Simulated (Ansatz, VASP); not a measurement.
# Two plane-wave programs on HfN

```
CELL_PARAMETERS angstrom
0.00000 2.22083 2.27381
2.27381 0.00000 2.27381
2.27381 2.22083 0.00000
ATOMIC_POSITIONS crystal
Hf 0.00000 0.00000 0.00000
N 0.50000 0.50000 0.50000
```

Change from the starting cell: mode 5 frozen in at +0.000 Å, normal strain along y -0.0233.

Alike in both runs: task single point; functional PBE; k mesh 16 × 16 × 16; occupations gaussian, width 0.15 eV; no spin polarisation.

```csv
,VASP,Ansatz
version,VASP 6.6.1,Ansatz 0.2.0
potentials or method,"VASP PAW PBE potentials, release 64 (Hf_pv, N), cutoff 520 eV","scalar-relativistic, plane waves, PAW"
valence electrons in the cell,15,31
```

|  | VASP | Ansatz | Ansatz less VASP |
| --- | --- | --- | --- |
| gap on the k mesh at the Fermi level (eV) | none | none | - |
| pressure (GPa) | 4.5 | 6.9 | +2.38 |
| traceless stress, the component that is largest in VASP (GPa) | 8.38 | 8.46 | +0.072 |

A gap of «none» marks a metal or a gap that the smearing closes. VASP's potentials hold 15 valence electrons a cell and Ansatz's 31, so a difference there can come from the potentials and not from the codes.

Spin-orbit coupling is off throughout.
